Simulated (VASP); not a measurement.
The system is Be2Se.

```xyz
9
Lattice="3.5217 -0.0607 -0.0596 -0.0607 3.5433 -0.0217 -0.1947 -0.0709 11.2658" Properties=species:S:1:pos:R:3 pbc="T T T"
Be    1.5380   -0.0803    7.3632
Be   -0.1216    0.1672    5.6020
Be   -0.0622    1.5982    4.1093
Be    1.5093    1.6510    5.6998
Be    1.3591    0.0223    1.0556
Be   -0.1125    1.7820    9.8449
Se    1.7086    1.7883    8.5232
Se    1.7919    1.4847    2.6564
Se    0.2634    0.0095    0.0056
```

- Program: VASP 6.6.1
- Task: relaxation of cell and atoms
- Functional: PBE
- Potentials or basis: VASP PAW PBE potentials, release 64 (Be, Se)
- Cutoff: 600 eV
- k mesh: 6 × 6 × 2
- Occupations: gaussian, width 0.2 eV
- Spin: no spin polarisation

At the start: pressure 10.1 GPa; volume 15.61 Å³/atom.

Q: How do energy, volume and symmetry change on relaxing?

A: Over 29 steps the energy falls by 599.7 meV/atom and the volume is 15.09 Å³/atom (-3.4 %); space group Pm (No. 6, to 0.05 Å).

The path:
```
step  energy change (eV)  largest force (eV/Å)  pressure (GPa)  volume (Å³)
   1              0.0000               21.8429           10.13       140.49
   2             -1.1404                7.8623            1.15       160.08
   3             -1.5772                7.3293            0.70       158.36
   4             -1.9769                6.7386            0.23       156.78
   5             -3.8514                3.5392           -2.05       148.72
   6             -4.4805                1.9607           -1.70       144.63
   7             -4.4782                1.8484           -1.38       144.10
   8             -4.4836                1.9128           -1.58       144.41
   9             -4.9835                1.0297           -1.92       141.91
  10             -5.1274                0.9099           -1.12       139.49
  11             -5.2649                0.4406            0.10       136.50
  12             -5.2816                0.4939            0.83       135.08
  13             -5.3312                0.2432            0.01       136.34
  14             -5.3359                0.2690           -0.27       136.86
  15             -5.3550                0.2048           -0.21       136.65
  16             -5.3667                0.2751           -0.06       136.31
  17             -5.3820                0.1404            0.05       136.00
  18             -5.3876                0.1241            0.19       135.67
  19             -5.3914                0.0661           -0.08       136.10
  20             -5.3915                0.0735           -0.14       136.20
  21             -5.3935                0.0557           -0.03       135.98
  22             -5.3941                0.0869            0.06       135.78
  23             -5.3954                0.0460            0.02       135.80
  24             -5.3955                0.0450            0.01       135.81
  25             -5.3961                0.0383           -0.03       135.87
  26             -5.3963                0.0351           -0.05       135.90
  27             -5.3967                0.0261            0.04       135.73
  28             -5.3967                0.0297            0.04       135.71
  29             -5.3971                0.0170            0.01       135.77
```

Final structure:
```cif
data_structure
_symmetry_space_group_name_H-M 'P 1'
_symmetry_Int_Tables_number 1
_cell_length_a 3.4804
_cell_length_b 3.4789
_cell_length_c 11.2131
_cell_angle_alpha 90.007
_cell_angle_beta 89.972
_cell_angle_gamma 89.962
_cell_volume 135.77
loop_
_atom_site_label
_atom_site_type_symbol
_atom_site_fract_x
_atom_site_fract_y
_atom_site_fract_z
_atom_site_occupancy
Be1 Be 0.49795 0.99883 0.64128 1
Be2 Be 0.99788 0.00000 0.50009 1
Be3 Be 0.99979 0.50186 0.35866 1
Be4 Be 0.49179 0.49996 0.49996 1
Be5 Be 0.50300 0.00100 0.11953 1
Be6 Be 0.00297 0.49919 0.88037 1
Se1 Se 0.50230 0.49893 0.75971 1
Se2 Se 0.50104 0.50075 0.24042 1
Se3 Se 0.00328 0.99948 0.99997 1
```
